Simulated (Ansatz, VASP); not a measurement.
BaTiO3 in VASP and in Ansatz

```xyz
15
Lattice="3.9699 0.0000 0.0000 0.0000 3.9699 0.0000 0.0000 0.0000 24.9247" Properties=species:S:1:pos:R:3 pbc="T T T"
Ti    1.9849    1.9849    7.5000
Ti    1.9849    1.9849   11.4699
Ti    1.9849    1.9849   15.4398
O     1.9849    0.0000    7.5000
O     0.0000    1.9849    7.5000
O     1.9849    1.9849    9.4849
O     1.9849    0.0000   11.4699
O     0.0000    1.9849   11.4699
O     1.9849    1.9849   13.4548
O     1.9849    0.0000   15.4398
O     0.0000    1.9849   15.4398
O     1.9849    1.9849   17.4247
Ba    0.0000    0.0000    9.4849
Ba    0.0000    0.0000   13.4548
Ba    0.0000    0.0000   17.4247
```

Alike in both runs: task relaxation of the atoms; functional PBEsol; k mesh 7 × 7 × 1; occupations gaussian, width 0.05 eV; no spin polarisation.

```csv
,VASP,Ansatz
version,VASP 6.6.1,Ansatz 0.2.0
potentials or method,"VASP PAW PBE potentials, release 64 (Ti_sv, O, Ba_sv), cutoff 520 eV","scalar-relativistic, plane waves, PAW"
valence electrons in the cell,120,120
```

Ansatz gave:

| Item | Value |
| --- | --- |
| gap on the k mesh at the Fermi level, each at its own relaxed structure (eV) | 0.51 |

What did VASP give for the same quantities?

gap on the k mesh at the Fermi level, each at its own relaxed structure (eV): 0.41.

VASP's potentials were made for PBE, not for PBEsol. Ansatz's warnings: xc potential rough in thin density.

Spin-orbit coupling is off throughout.
